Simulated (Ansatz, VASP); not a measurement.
NaH: VASP beside Ansatz

```
Na H
1.0
     0.00000    2.40340    2.40340
     2.40340    0.00000    2.40340
     2.40340    2.40340    0.00000
Na H
1 1
Direct
  0.00000 0.00000 0.00000
  0.50000 0.50000 0.50000
```

Change from the starting cell: strain -0.015 along x and y, -0.015 along z, atoms carried along.

Alike in both runs: task single point; functional LDA; k mesh 8 × 8 × 8; occupations gaussian, width 0.05 eV; no spin polarisation.

```csv
,VASP,Ansatz
version,VASP 6.6.1,Ansatz 0.2.0
potentials or method,"VASP PAW LDA potentials, release 64 (Na_pv, H), cutoff 520 eV","scalar-relativistic, plane waves, PAW"
valence electrons in the cell,8,10
```

VASP gave:

```
gap on the k mesh at the Fermi level (eV) : 3.43
least direct gap on the mesh (eV)         : 4.35
pressure (GPa)                            : -1.8
```

Task: What did Ansatz give for the same quantities?

Result: gap on the k mesh at the Fermi level (eV): 3.43; least direct gap on the mesh (eV): 4.36; pressure (GPa): -1.8.

LDA's correlation is that of Perdew and Zunger in VASP and of Perdew and Wang (1992) in Ansatz. VASP's potentials hold 8 valence electrons a cell and Ansatz's 10, so a difference there can come from the potentials and not from the codes.
